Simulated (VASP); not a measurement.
# Ge2Sb2Te5 (P-3m1) in VASP: single point with LDA

Aim: the single point of Ge2Sb2Te5 with LDA.

Program: VASP 6.6.1. These are calculated values, not measurements. Logs are shortened: lines on timing, memory, paths and dates and some standing lists are left out, and cuts for length are marked.

### 1 The cell of the first run

The structure is trigonal, space group P-3m1 (No. 164). The conventional cell has a = 4.175 Å, b = 4.175 Å, c = 16.913 Å, α = 90.00°, β = 90.00°, γ = 120.00°. Within 3.7 Å of Ge (site symmetry 3m) lie 6 Te at 2.79 to 3.14 Å. Sb (site symmetry 3m) has 6 Te at 2.97 to 3.12 Å within 3.9 Å. Within 4.2 Å of Te (site symmetry -3m) lie 6 Sb at 3.12 Å and 6 Te at 4.18 Å. Within 3.9 Å of Te (site symmetry 3m) lie 3 Sb at 2.97 Å and 3 Ge at 3.14 Å. Within 3.7 Å of Te (site symmetry 3m) lie 3 Ge at 2.79 Å and 3 Te at 3.58 Å.

### 2 Single point, LDA

Contents of INCAR:

```
SYSTEM = Ge2Sb2Te5
  PREC = Accurate
  ENCUT = 520
  EDIFF = 1E-6
  ISMEAR = 0
  SIGMA = 0.05
  LREAL = .FALSE.
  LASPH = .TRUE.
  NELM = 60
  ALGO = Normal
  ISIF = 2
  LWAVE = .FALSE.
  LCHARG = .FALSE.
  NBANDS = 44
```

Contents of KPOINTS:

```
regular mesh
0
G
  10 10 2
  0 0 0
```

Contents of POSCAR:

```
Ge2Sb2Te5
1.0
    4.1753014584      0.0000000000      0.0000000000
   -2.0876507292      3.6159171315      0.0000000000
    0.0000000000      0.0000000000     16.9127693778
Ge Sb Te
2 2 5
Direct
    0.0000000000      0.0000000000      0.3389641276
    0.0000000000      0.0000000000      0.6610358724
    0.3333333333      0.6666666667      0.1173651535
    0.6666666667      0.3333333333      0.8826348465
    0.0000000000      0.0000000000      0.0000000000
    0.3333333333      0.6666666667      0.7797139390
    0.6666666667      0.3333333333      0.2202860610
    0.3333333333      0.6666666667      0.4219135989
    0.6666666667      0.3333333333      0.5780864011
```

Potentials or basis: VASP PAW LDA potentials, release 64 (Ge_d, Sb, Te).

Started as:

```
> cat potpaw_LDA.64/Ge_d/POTCAR potpaw_LDA.64/Sb/POTCAR potpaw_LDA.64/Te/POTCAR > POTCAR
> mpirun -np 1 vasp_std > vasp.out
```

OUTCAR:

```text
SYSTEM = Ge2Sb2Te5
   PREC = Accurate
   ENCUT = 520
   EDIFF = 1E-6
   ISMEAR = 0
   LREAL = .FALSE.
   LASPH = .TRUE.
   NELM = 60
   ISIF = 2

 ion  position               nearest neighbor table
   1  0.000  0.000  0.339-   8 2.79   8 2.79   8 2.79   7 3.14   7 3.14   7 3.14
   2  0.000  0.000  0.661-   9 2.79   9 2.79   9 2.79   6 3.14   6 3.14   6 3.14
   3  0.333  0.667  0.117-   7 2.97   7 2.97   7 2.97   5 3.12   5 3.12   5 3.12
   4  0.667  0.333  0.883-   6 2.97   6 2.97   6 2.97   5 3.12   5 3.12   5 3.12
   5  0.000  0.000  0.000-   3 3.12   4 3.12   4 3.12   3 3.12   4 3.12   3 3.12
   6  0.333  0.667  0.780-   4 2.97   4 2.97   4 2.97   2 3.14   2 3.14   2 3.14
   7  0.667  0.333  0.220-   3 2.97   3 2.97   3 2.97   1 3.14   1 3.14   1 3.14
   8  0.333  0.667  0.422-   1 2.79   1 2.79   1 2.79   9 3.58   9 3.58   9 3.58
   9  0.667  0.333  0.578-   2 2.79   2 2.79   2 2.79   8 3.58   8 3.58   8 3.58

  LATTYP: Found a hexagonal cell.
 ALAT       =     4.1753014584
 C/A-ratio  =     4.0506702441

  Lattice vectors:

 A1 = (   4.1753014584,   0.0000000000,   0.0000000000)
 A2 = (  -2.0876507292,   3.6159171315,   0.0000000000)
 A3 = (   0.0000000000,   0.0000000000,  16.9127693778)

Analysis of symmetry for initial positions (statically):
=====================================================================
 Subroutine PRICEL returns:
 Original cell was already a primitive cell.

 Routine SETGRP: Setting up the symmetry group for a
 hexagonal supercell.

 Subroutine GETGRP returns: Found 12 space group operations
 (whereof 12 operations were pure point group operations)
 out of a pool of 24 trial point group operations.

The static configuration has the point symmetry D_3d.

Analysis of symmetry for dynamics (positions and initial velocities):
=====================================================================
 Subroutine PRICEL returns:
 Original cell was already a primitive cell.

 Routine SETGRP: Setting up the symmetry group for a
 hexagonal supercell.

 Subroutine GETGRP returns: Found 12 space group operations
 (whereof 12 operations were pure point group operations)
 out of a pool of 24 trial point group operations.

The dynamic configuration has the point symmetry D_3d.

 Subroutine INISYM returns: Found 12 space group operations
 (whereof 12 operations are pure point group operations),
 and found     1 'primitive' translations

----------------------------------------------------------------------------------------

                                     Primitive cell

[... 114 lines left out ...]
   PSTRESS=    0.0 pullay stress
   NELECT =      68.0000    total number of electrons
   NUPDOWN=      -1.0000    fix difference up-down
   EMIN   =  10.00;   EMAX   =-10.00  energy-range for DOS
   EFERMI =   0.00;   METHOD = LEGACY
   ISMEAR =     0;   SIGMA  =   0.05  broadening in eV -4-tet -1-fermi 0-gaus
   EFERMI_NEDOS =   21; number of points for ismear=-14 and -15
   IALGO  =     38    algorithm
   IMIX   =      4    mixing-type and parameters
     AMIX     =   0.40;   BMIX     =  1.00
     AMIX_MAG =   1.60;   BMIX_MAG =  1.00
  volume/ion in A,a.u.               =      28.37       191.46
  Fermi-wavevector in a.u.,A,eV,Ry     =   1.053265  1.990381 15.093843  1.109366
  Thomas-Fermi vector in A             =   2.188379
   LORBIT       =      0    0 simple, 1 ext, 2 COOP (PROOUT), +10 PAW based schemes
   GGA     = CA    functional components
   LHFCALC =     F    Hartree Fock is set to
   AEXX    =    0.0000 exact exchange contribution
   IVDW    =     0    specifies the selected vdW correction
   LEPSILON=     F    determine dielectric tensor
   LRPA    =     F    only Hartree local field effects (RPA)
 non-spin polarized calculation
 Gauss-broadening in eV      SIGMA  =   0.05
  energy-cutoff  :      520.00
  volume of cell :      255.34
 maximum number of plane-waves:      6902
 NGX is ok and might be reduce to    32
   NGX = 15   NGY = 15   NGZ = 63

 number of electron      68.0000018 magnetization

 Free energy of the ion-electron system (eV)
  ---------------------------------------------------
  ext. energy  EPLUGINS =         0.00000000
  ---------------------------------------------------
  free energy    TOTEN  =       -39.79168907 eV

  energy without entropy =      -39.79014010  energy(sigma->0) =      -39.79091459

 E-fermi :   6.9776     XC(G=0):  -9.9420

 val. band max:        6.9505349097   @ k =   0.1000  -0.0000   0.0000
 cond. band min:       6.9971486462   @ k =   0.5000  -0.0000   0.5000
 fundamental gap:      0.0466137365
 Fermi energy:         6.9775662336

 k-point     1 :       0.0000    0.0000    0.0000
  band No.  band energies     occupation
      1     -17.9698      2.00000
      2     -17.9698      2.00000
      3     -17.9698      2.00000
      4     -17.9698      2.00000
      5     -17.9558      2.00000
      6     -17.9558      2.00000
[... 1117 lines left out ...]
     43      10.5077      0.00000
     44      10.6229      0.00000

 [... further k-points ...]

------------------------ aborting loop because EDIFF is reached ----------------------------------------

  FORCE on cell =-STRESS in cart. coord.  units (eV):
  Direction    XX          YY          ZZ          XY          YZ          ZX
  --------------------------------------------------------------------------------------
  -------------------------------------------------------------------------------------
  Total        0.3752713      0.3752713      0.3599367      0.0000000      0.0000000      0.0000000
  in kB        2.3546964      2.3546964      2.2584769      0.0000000      0.0000000      0.0000000
  external PRESSURE =       2.3226232 kB  Pullay stress =       0.0000000 kB

 VOLUME and BASIS-vectors are now :
 -----------------------------------------------------------------------------
  energy-cutoff  :      520.00
  volume of cell :      255.34
      direct lattice vectors                 reciprocal lattice vectors
     4.175301458  0.000000000  0.000000000     0.239503665  0.138277505  0.000000000
    -2.087650729  3.615917131  0.000000000     0.000000000  0.276555010  0.000000000
     0.000000000  0.000000000 16.912769378     0.000000000  0.000000000  0.059126922

 POSITION                                       TOTAL-FORCE (eV/Angst)
 -----------------------------------------------------------------------------------
      0.00000      0.00000      5.73282         0.000000     -0.000000     -0.025603
      0.00000      0.00000     11.17995        -0.000000      0.000000      0.025603
     -0.00000      2.41061      1.98497         0.000000      0.000000     -0.031781
      2.08765      1.20531     14.92780        -0.000000     -0.000000      0.031781
      0.00000      0.00000      0.00000         0.000000      0.000000      0.000000
     -0.00000      2.41061     13.18712         0.000000      0.000000     -0.047065
      2.08765      1.20531      3.72565         0.000000     -0.000000      0.047065
     -0.00000      2.41061      7.13573        -0.000000     -0.000000      0.028321
      2.08765      1.20531      9.77704        -0.000000      0.000000     -0.028321
 -----------------------------------------------------------------------------------
    total drift:                                0.000000     -0.000000      0.000000

  FREE ENERGIE OF THE ION-ELECTRON SYSTEM (eV)
  ---------------------------------------------------
  free  energy   TOTEN  =       -39.7916890682 eV

  energy  without entropy=      -39.7901401036  energy(sigma->0) =      -39.79091459
```

OSZICAR:

```text
N       E                     dE             d eps       ncg     rms          rms(c)
DAV:   1     0.619413218337E+03    0.61941E+03   -0.27249E+04  3064   0.208E+03
DAV:   2     0.603352493201E+02   -0.55908E+03   -0.53670E+03  2744   0.606E+02
DAV:   3    -0.335844234532E+02   -0.93920E+02   -0.91224E+02  2904   0.153E+02
DAV:   4    -0.398651745740E+02   -0.62808E+01   -0.61986E+01  3000   0.468E+01
DAV:   5    -0.400938265512E+02   -0.22865E+00   -0.22787E+00  3396   0.910E+00    0.128E+01
DAV:   6    -0.399141375940E+02    0.17969E+00   -0.15897E+00  3584   0.521E+00    0.929E+00
DAV:   7    -0.401386463719E+02   -0.22451E+00   -0.32954E+00  3264   0.649E+00    0.285E+00
DAV:   8    -0.397826278729E+02    0.35602E+00   -0.11955E+00  3456   0.456E+00    0.623E-01
DAV:   9    -0.397940468107E+02   -0.11419E-01   -0.15280E-01  2784   0.122E+00    0.671E-01
DAV:  10    -0.397931088875E+02    0.93792E-03   -0.80554E-03  3448   0.364E-01    0.628E-01
DAV:  11    -0.397934129839E+02   -0.30410E-03   -0.55519E-04  2920   0.116E-01    0.461E-01
DAV:  12    -0.397917796961E+02    0.16333E-02   -0.28378E-03  2912   0.223E-01    0.310E-01
DAV:  13    -0.397917669084E+02    0.12788E-04   -0.87096E-04  3060   0.917E-02    0.238E-01
DAV:  14    -0.397917812560E+02   -0.14348E-04   -0.23917E-05  2832   0.230E-02    0.250E-01
DAV:  15    -0.397917560143E+02    0.25242E-04   -0.62946E-06  2828   0.129E-02    0.236E-01
DAV:  16    -0.397916823710E+02    0.73643E-04   -0.31299E-04  3088   0.767E-02    0.889E-02
DAV:  17    -0.397916900329E+02   -0.76619E-05   -0.72678E-05  2596   0.273E-02    0.985E-02
DAV:  18    -0.397916890682E+02    0.96468E-06   -0.19353E-06  2312   0.733E-03
   1 F= -.39791689E+02 E0= -.39790915E+02  d E =-.154896E-02
```

stdout:

```text
POSCAR found type information on POSCAR GeSbTe
 POSCAR found :  3 types and       9 ions
 scaLAPACK will be used
 LDA part: xc-table for (Slater(with rela. corr.)+CA(PZ))
 , standard interpolation
 POSCAR, INCAR and KPOINTS ok, starting setup
 FFT: planning ... GRIDC
 FFT: planning ... GRID_SOFT
 FFT: planning ... GRID
 WAVECAR not read
 entering main loop
```

Run time: 8.3 min. Hardware: 1 thread of Intel Xeon Platinum 8259CL at 2.50GHz (Skylake/Cascade Lake), shared host; peak memory 0.46 GiB.

What came out:

- Free energy: -39.7917 eV
- Pressure: 0.2 GPa
- Largest force: 0.047 eV/Å
- Band gap on the k mesh: 0.05 eV (least direct gap 0.07 eV)

Forces in eV/Å, atoms in the order of the input:
```
Ge   0.000  0.000 -0.026
Ge   0.000  0.000  0.026
Sb   0.000  0.000 -0.032
Sb   0.000  0.000  0.032
Te   0.000  0.000  0.000
Te   0.000  0.000 -0.047
Te   0.000  0.000  0.047
Te   0.000  0.000  0.028
Te   0.000  0.000 -0.028
```

Levels at points of the mesh, in eV from the valence-band top:
| k point | band 32 | band 33 | band 34 | band 35 | band 36 | band 37 |
| --- | --- | --- | --- | --- | --- | --- |
| (0.00, 0.00, 0.00) | -1.25 | -0.93 | -0.03 | 0.05 | 0.05 | 0.66 |
| (0.50, 0.00, 0.00) | -1.87 | -1.15 | -1.04 | 0.26 | 0.66 | 0.68 |
| (0.00, 0.00, 0.50) | -1.50 | -0.85 | -0.04 | 0.11 | 0.11 | 0.68 |
| (0.50, 0.00, 0.50) | -2.03 | -1.64 | -0.39 | 0.05 | 0.43 | 1.11 |

Caveat: spin-orbit coupling is left out, which moves the levels of the heavy elements.
